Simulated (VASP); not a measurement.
Input of a VASP 6.6.1 run:

Contents of INCAR:

```
SYSTEM = AlN
ALGO     = Normal         ! electronic algorithm
EDIFF    = 1E-7           ! SCF threshold, eV
ENCUT    = 520            ! plane-wave cutoff, eV
GGA      = PE             ! functional
ISIF     = 2              ! what is computed and relaxed
ISMEAR   = 0              ! smearing method
LASPH    = .TRUE.         ! aspherical terms in the spheres
LCHARG   = .TRUE.         ! write CHGCAR
LELF     = .TRUE.         ! ELF
LREAL    = .FALSE.        ! projectors in reciprocal space
LVHAR    = .TRUE.       
LWAVE    = .FALSE.        ! write WAVECAR
NBANDS   = 16             ! bands
NELM     = 80             ! most SCF steps
PREC     = Accurate       ! precision mode
SIGMA    = 0.02           ! smearing width, eV
```

File KPOINTS:

```
k-points
0
G
  12 12 6
  0 0 0
```

The input POSCAR:

```
AlN
1.0
    2.8555865854      0.0000000000      0.0000000000
   -1.4277932927      2.4730105257      0.0000000000
    0.0000000000      0.0000000000      4.8832430316
Al N
2 2
Direct
    0.0000000000      0.0000000000      0.0000000000
    0.0000000000      0.0000000000      0.5000000000
    0.3333333333      0.6666666667      0.2500000000
    0.6666666667      0.3333333333      0.7500000000
```

Potentials or basis: VASP PAW PBE potentials, release 64 (Al, N).

Run with:

```bash
$ cat potpaw_PBE.64/Al/POTCAR potpaw_PBE.64/N/POTCAR > POTCAR
$ mpirun -np 1 vasp_std > vasp.out
```

Q: What does it give for the band gap on the k mesh?

A: 4.73 eV, indirect (least direct gap 4.83 eV).

Q: Estimate the pressure.

A: -0.3 GPa.

Stress tensor (GPa, compression positive):
```
-0.21  0.00  0.00
 0.00 -0.21  0.00
 0.00  0.00 -0.40
```

A k mesh can miss the band edges.
